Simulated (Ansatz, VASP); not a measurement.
**Two plane-wave programs on Sn4Se3**

```
Sn Se
1.0
     4.28621    0.00000    0.00000
    -2.14311    3.71197    0.00000
     0.00000    0.00000   25.49904
Sn Se
4 3
Direct
  0.66667 0.33333 0.29413
  0.33333 0.66667 0.43138
  0.00000 0.00000 0.56862
  0.66667 0.33333 0.70587
  0.00000 0.00000 0.36275
  0.66667 0.33333 0.50000
  0.33333 0.66667 0.63725
```

Alike in both runs: task single point; functional PBE; k mesh 9 × 9 × 1; occupations gaussian, width 0.05 eV; no spin polarisation.

```csv
,VASP,Ansatz
version,VASP 6.6.1,Ansatz 0.2.0
potentials or method,"VASP PAW PBE potentials, release 64 (Sn_d, Se), cutoff 520 eV","scalar-relativistic, plane waves, PAW"
valence electrons in the cell,74,104
```

Ansatz gave:

- gap on the k mesh at the Fermi level (eV): none
- rms of the force components (eV/Å): 0.185

Estimate VASP's values.

gap on the k mesh at the Fermi level (eV): none; rms of the force components (eV/Å): 0.183.

A gap of «none» marks a metal or a gap that the smearing closes. With one functional, cell and mesh, what is left measures potentials, basis and numerics. VASP's potentials hold 74 valence electrons a cell and Ansatz's 104, so a difference there can come from the potentials and not from the codes. Ansatz's warnings: xc potential rough in thin density.
